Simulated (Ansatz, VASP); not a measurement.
# One calculation of Ti, two programs

Contents of INCAR:

```
ALGO = Normal ; EDIFF = 1E-6
ENCUT = 520 ; GGA = PE
ISIF = 2 ; ISMEAR = 0
LASPH = True ; LCHARG = False
LREAL = False ; LWAVE = False
NBANDS = 12 ; NELM = 100
PREC = Accurate ; SIGMA = 0.024
```

File KPOINTS:

```
k-points
0
Gamma
  11 11 11
```

The input POSCAR:

```
Ti
1.0
   -1.6410000000      1.6410000000      1.6410000000
    1.6410000000     -1.6410000000      1.6410000000
    1.6410000000      1.6410000000     -1.6410000000
Ti
1
Direct
    0.0000000000      0.0000000000      0.0000000000
```

Contents of input.yaml:

```yaml
crystal:
  lattice:
    - [-1.641, 1.641, 1.641]
    - [1.641, -1.641, 1.641]
    - [1.641, 1.641, -1.641]
  atoms:
    - { symbol: Ti, position: [0.0, 0.0, 0.0] }
kpoints:
  mp_grid: { grid: [11, 11, 11] }
scf:
  occupations: { method: gaussian, width: 0.024 }
hamiltonian:
  xc: pbe
  pseudopotentials: { kind: all_electron, lapw: { basis_error: 0.001 } }
output:
  forces: true
  stress: true
  eigenvalues: true
```

Alike in both runs: task single point; functional PBE; k mesh 11 × 11 × 11; occupations gaussian, width 0.024 eV; no spin polarisation.

```csv
,VASP,Ansatz
version,VASP 6.6.1,Ansatz 0.2.0
potentials or method,"VASP PAW PBE potentials, release 64 (Ti_sv), cutoff 520 eV","all-electron LAPW, scalar-relativistic"
```

|  | VASP | Ansatz | Ansatz less VASP |
| --- | --- | --- | --- |
| gap on the k mesh at the Fermi level (eV) | none | none | - |
| pressure (GPa) | -3.1 | -2.9 | +0.23 |

A gap of «none» marks a metal or a gap that the smearing closes. Ansatz ran all-electron here, and VASP with PAW potentials.
